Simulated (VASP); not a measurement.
# KCl (Fm-3m) in VASP: G0W0 quasiparticle levels with PBE

Aim: the G0W0 quasiparticle levels of KCl with PBE.

Program: VASP 6.6.1. These are calculated values, not measurements. Logs are shortened: lines on timing, memory, paths and dates and some standing lists are left out, and cuts for length are marked.

**1. The cell of the first run**

Symmetry: Fm-3m, No. 225, cubic system. Conventional cell: a = 6.290 Å, b = 6.290 Å, c = 6.290 Å, α = 90.00°, β = 90.00°, γ = 90.00°. K (site symmetry m-3m) has 6 Cl at 3.14 Å within 4.1 Å. Cl (site symmetry m-3m) has 6 K at 3.14 Å within 4.1 Å.

**2. G0W0 quasiparticle levels, PBE**

POSCAR reads:

```
KCl
1.0
    0.0000000000      3.1448471141      3.1448471141
    3.1448471141      0.0000000000      3.1448471141
    3.1448471141      3.1448471141      0.0000000000
K Cl
1 1
Direct
    0.0000000000      0.0000000000      0.0000000000
    0.5000000000      0.5000000000      0.5000000000
```

INCAR.step1 reads:

```
PREC     = Accurate       # precision mode
ENCUT    = 500            # plane-wave cutoff, eV
EDIFF    = 1E-8           # SCF threshold, eV
ISMEAR   = 0              # smearing method
SIGMA    = 0.01           # smearing width, eV
LREAL    = False          # projectors in reciprocal space
LASPH    = True           # aspherical terms in the spheres
NELM     = 60             # most SCF steps
ALGO     = Normal         # electronic algorithm
LWAVE    = True           # write WAVECAR
LCHARG   = False          # write CHGCAR
GGA      = PE             # functional
```

INCAR.step2 reads:

```
PREC     = Accurate       # precision mode
ENCUT    = 500            # plane-wave cutoff, eV
EDIFF    = 1E-8           # SCF threshold, eV
ISMEAR   = 0              # smearing method
SIGMA    = 0.01           # smearing width, eV
LREAL    = False          # projectors in reciprocal space
LASPH    = True           # aspherical terms in the spheres
NELM     = 1              # most SCF steps
ALGO     = Exact          # electronic algorithm
LWAVE    = True           # write WAVECAR
LCHARG   = False          # write CHGCAR
GGA      = PE             # functional
NBANDS   = 149            # bands
LOPTICS  = True           # frequency-dependent dielectric function
ISTART   = 1
```

INCAR.step3 reads:

```
PREC     = Accurate       # precision mode
ENCUT    = 500            # plane-wave cutoff, eV
EDIFF    = 1E-8           # SCF threshold, eV
ISMEAR   = 0              # smearing method
SIGMA    = 0.01           # smearing width, eV
LREAL    = False          # projectors in reciprocal space
LASPH    = True           # aspherical terms in the spheres
ALGO     = EVGW0          # electronic algorithm
LWAVE    = False          # write WAVECAR
LCHARG   = False          # write CHGCAR
GGA      = PE             # functional
NELMGW   = 1            
NBANDS   = 149            # bands
ENCUTGW  = 100.0          # cutoff of the response function
NOMEGA   = 96             # frequency points
PRECFOCK = Fast         
ISTART   = 1            
NBANDSGW = 16           
OMEGAMAX = 30
```

KPOINTS reads:

```
regular mesh
0
Gamma
  4 4 4
```

Potentials or basis: VASP PAW PBE potentials, release 64 (K_sv_GW, Cl_GW).

Started as:

```sh
$ cat potpaw_PBE.64/K_sv_GW/POTCAR potpaw_PBE.64/Cl_GW/POTCAR > POTCAR
$ cp INCAR.step1 INCAR
$ mpirun -np 1 vasp_std > vasp.out
$ cp INCAR.step2 INCAR
$ mpirun -np 1 vasp_std > vasp.out
$ cp INCAR.step3 INCAR
$ mpirun -np 1 vasp_std > vasp.out
```

OUTCAR:

```text
PREC = Accurate
   ENCUT = 500
   EDIFF = 1E-8
   ISMEAR = 0
   LREAL = False
   LASPH = True
   GGA = PE
   NELMGW = 1
   ENCUTGW = 100.0
   PRECFOCK = Fast
   ISTART = 1

 ion  position               nearest neighbor table
   1  0.000  0.000  0.000-
   2  0.500  0.500  0.500-

  LATTYP: Found a face centered cubic cell.
 ALAT       =     6.2896942282

  Lattice vectors:

 A1 = (   0.0000000000,   3.1448471141,   3.1448471141)
 A2 = (   3.1448471141,   0.0000000000,   3.1448471141)
 A3 = (   3.1448471141,   3.1448471141,   0.0000000000)

Analysis of symmetry for initial positions (statically):
=====================================================================
 Subroutine PRICEL returns:
 Original cell was already a primitive cell.

 Routine SETGRP: Setting up the symmetry group for a
 face centered cubic supercell.

 Subroutine GETGRP returns: Found 48 space group operations
 (whereof 48 operations were pure point group operations)
 out of a pool of 48 trial point group operations.

The static configuration has the point symmetry O_h .

Analysis of symmetry for dynamics (positions and initial velocities):
=====================================================================
 Subroutine PRICEL returns:
 Original cell was already a primitive cell.

 Routine SETGRP: Setting up the symmetry group for a
 face centered cubic supercell.

 Subroutine GETGRP returns: Found 48 space group operations
 (whereof 48 operations were pure point group operations)
 out of a pool of 48 trial point group operations.

The dynamic configuration has the point symmetry O_h .

 Subroutine INISYM returns: Found 48 space group operations
 (whereof 48 operations are pure point group operations),
 and found     1 'primitive' translations

----------------------------------------------------------------------------------------

                                     Primitive cell

  volume of cell :      62.2055

  direct lattice vectors                    reciprocal lattice vectors
     0.000000000  3.144847114  3.144847114    -0.158990241  0.158990241  0.158990241
     3.144847114  0.000000000  3.144847114     0.158990241 -0.158990241  0.158990241
[... 46 lines left out ...]
  0.500000  0.250000  0.000000     24.000000
 -0.250000  0.250000  0.000000     12.000000
  0.500000  0.500000  0.000000      3.000000
 -0.250000  0.500000  0.250000      6.000000
   k-points           NKPTS =      8   k-points in BZ     NKDIM =     64   number of bands    NBANDS=    149
   number of dos      NEDOS =    301   number of ions     NIONS =      2
   total plane-waves  NPLWV =  32768
   dimension x,y,z NGX =    32 NGY =   32 NGZ =   32
   dimension x,y,z NGXF=    64 NGYF=   64 NGZF=   64
   ions per type =               1   1
   NGX,Y,Z   is equivalent  to a cutoff of  11.96, 11.96, 11.96 a.u.
   NGXF,Y,Z  is equivalent  to a cutoff of  23.92, 23.92, 23.92 a.u.
 SYSTEM =  unknown system
   PREC   = accura    normal or accurate (medium, high low for compatibility)
   ISTART =      1    job   : 0-new  1-cont  2-samecut
   ICHARG =      0    charge: 1-file 2-atom 10-const
   ISPIN  =      1    spin polarized calculation?
   LNONCOLLINEAR =      F non collinear calculations
   LSORBIT =      F    spin-orbit coupling
   LASPH  =      T    aspherical Exc in radial PAW
   ENCUT  =  500.0 eV  36.75 Ry    6.06 a.u.   8.11  8.11  8.11*2*pi/ulx,y,z
   NELM   =     60;   NELMIN=  2; NELMDL=  0     # of ELM steps
   EDIFF  = 0.1E-07   stopping-criterion for ELM
   LREAL  =      F    real-space projection
   EDIFFG = 0.1E-06   stopping-criterion for IOM
   NSW    =      0    number of steps for IOM
   IBRION =     -1    ionic relax: 0-MD 1-quasi-New 2-CG
   NFREE  =      0    steps in history (QN), initial steepest desc. (CG)
   ISIF   =      0    stress and relaxation
   ISYM   =      3    0-nonsym 1-usesym 2-fastsym
   POTIM  = 0.5000    time-step for ionic-motion
   TEBEG  =    0.0;   TEEND  =   0.0 temperature during run
   PSTRESS=    0.0 pullay stress
   NELECT =      16.0000    total number of electrons
   NUPDOWN=      -1.0000    fix difference up-down
   EMIN   =  10.00;   EMAX   =-10.00  energy-range for DOS
   EFERMI =   0.00;   METHOD = LEGACY
   ISMEAR =     0;   SIGMA  =   0.01  broadening in eV -4-tet -1-fermi 0-gaus
   EFERMI_NEDOS =   21; number of points for ismear=-14 and -15
   IALGO  =     38    algorithm
   IMIX   =      4    mixing-type and parameters
     AMIX     =   0.40;   BMIX     =  1.00
     AMIX_MAG =   1.60;   BMIX_MAG =  1.00
  volume/ion in A,a.u.               =      31.10       209.89
  Fermi-wavevector in a.u.,A,eV,Ry     =   1.041131  1.967452 14.748080  1.083953
  Thomas-Fermi vector in A             =   2.175738
   LORBIT       =      0    0 simple, 1 ext, 2 COOP (PROOUT), +10 PAW based schemes
   GGA     = PE    functional components
   LHFCALC =     T    Hartree Fock is set to
   PRECFOCK=fast      Normal, Fast or Accurate (Low or Medium for compatibility)
   ENCUT4O =  -1.0   cutoff for four orbital integrals eV
   NKREDX  =     1    reduce k-point grid by
   NKREDY  =     1    reduce k-point grid by
   NKREDZ  =     1    reduce k-point grid by
   AEXX    =    1.0000 exact exchange contribution
   HFSCREEN=    0.0000 screening length (either q_TF or 0.3 A-1)
   HFSCREENC=   0.0000 screening length for correlation (either q_TF or 0.3 A-1)
   ENCUTFOCK=  -1.0 apply spherical cutoff to Coloumb kernel
   IVDW    =     0    specifies the selected vdW correction
   LEPSILON=     F    determine dielectric tensor
   LRPA    =     F    only Hartree local field effects (RPA)
   LRPAFORCE           =     F    calculate RPA forces
   ENCUTGW             = 100.0    cutoff for response function in eV
   ENCUTGWSOFT         =  80.0    soft cutoff for Coulomb kernel in GW response function in eV
   ENCUTLF             =  -1.0    cutoff for local field effects
   NELMGW              =     1    number of iterations in solving QP/BSE equation
   NELMHF              =     1    number of iterations in the inner HF iteration
   NKREDLFX            =     1    NKREDLFY  =   1   NKREDLFZ  =   1
 non-spin polarized calculation
 Gauss-broadening in eV      SIGMA  =   0.01
  energy-cutoff  :      500.00
  volume of cell :       62.21
 maximum number of plane-waves:      1604
  NGX = 18; NGY = 18; NGZ = 18
   NGX = 17   NGY = 17   NGZ = 17
 maximum number of plane-waves:       150
 NGX is ok and might be reduce to    18

 QP shifts <psi_nk| G(iteration)W_0 |psi_nk>: iteration 1
 for sc-GW calculations column KS-energies equals QP-energies in previous step
 and V_xc(KS)=  KS-energies - (<T + V_ion + V_H > + <T+V_H+V_ion>^1  + <V_x>^1)

 k-point   1 :       0.0000    0.0000    0.0000
  band No.  KS-energies  QP-energies   sigma(KS)   V_xc(KS)     V^pw_x(r,r')   Z            occupation Imag(sigma)

      1     -27.8198     -29.8003     -21.6401     -18.5123     -30.7364       0.6332       2.0000       0.5405
      2     -12.7530     -14.2438     -17.1302     -15.1911     -24.3594       0.7688       2.0000       1.2760
      3     -11.2805     -14.3874     -21.6469     -17.8350     -24.6921       0.8150       2.0000       0.0915
      4     -11.2805     -14.3874     -21.6469     -17.8350     -24.6921       0.8150       2.0000       0.0915
      5     -11.2805     -14.3874     -21.6469     -17.8350     -24.6921       0.8150       2.0000       0.0915
      6      -0.6321      -2.5396     -16.5832     -14.1932     -18.6387       0.7981       2.0000       0.0666
[... 135 lines left out ...]
      2     -12.7493     -14.3604     -17.4148     -15.3536     -24.3903       0.7816       2.0000       1.2005
      3     -11.3798     -14.4908     -21.4520     -17.6165     -24.5060       0.8111       2.0000       0.1039
      4     -11.3798     -14.4908     -21.4520     -17.6165     -24.5060       0.8111       2.0000       0.1039
      5     -11.1915     -14.1336     -21.4478     -17.8064     -24.7347       0.8080       2.0000       0.1427
      6      -1.1196      -3.1147     -15.9704     -13.4569     -18.0411       0.7938       2.0000       0.0717
[... 8 lines left out ...]
     15      11.3432      13.0221      -7.7218      -9.7275      -4.3528       0.8371       0.0000      -0.0863
     16      12.0931      14.0429      -7.9915     -10.3813      -4.4003       0.8159       0.0000      -0.1251
```

OUTCAR.step1:

```text
PREC = Accurate
   ENCUT = 500
   EDIFF = 1E-8
   ISMEAR = 0
   LREAL = False
[... 322 lines left out ...]
      0.00000      0.00000      0.00000         0.000000     -0.000000     -0.000000
      3.14485      3.14485      3.14485        -0.000000      0.000000      0.000000
 -----------------------------------------------------------------------------------
    total drift:                                0.000000     -0.000000     -0.000000

  FREE ENERGIE OF THE ION-ELECTRON SYSTEM (eV)
  ---------------------------------------------------
  free  energy   TOTEN  =        -9.2739423670 eV

  energy  without entropy=       -9.2739423670  energy(sigma->0) =       -9.27394237
```

It took 3.4 min on 1 thread of AMD EPYC 9R45 (Zen 5), shared host; peak memory 0.61 GiB.

Results:

```
Quasiparticle gap                                   : 7.84 eV
Least direct quasiparticle gap                      : 7.84 eV
Band gap of the starting levels on the mesh         : 5.19 eV
Least direct gap of the starting levels on the mesh : 5.19 eV
```

Caveat: the k points lie up to 0.43 Å⁻¹ apart; bands, screening cutoff and mesh are small and nothing is extrapolated, so the quasiparticle values aren't converged.
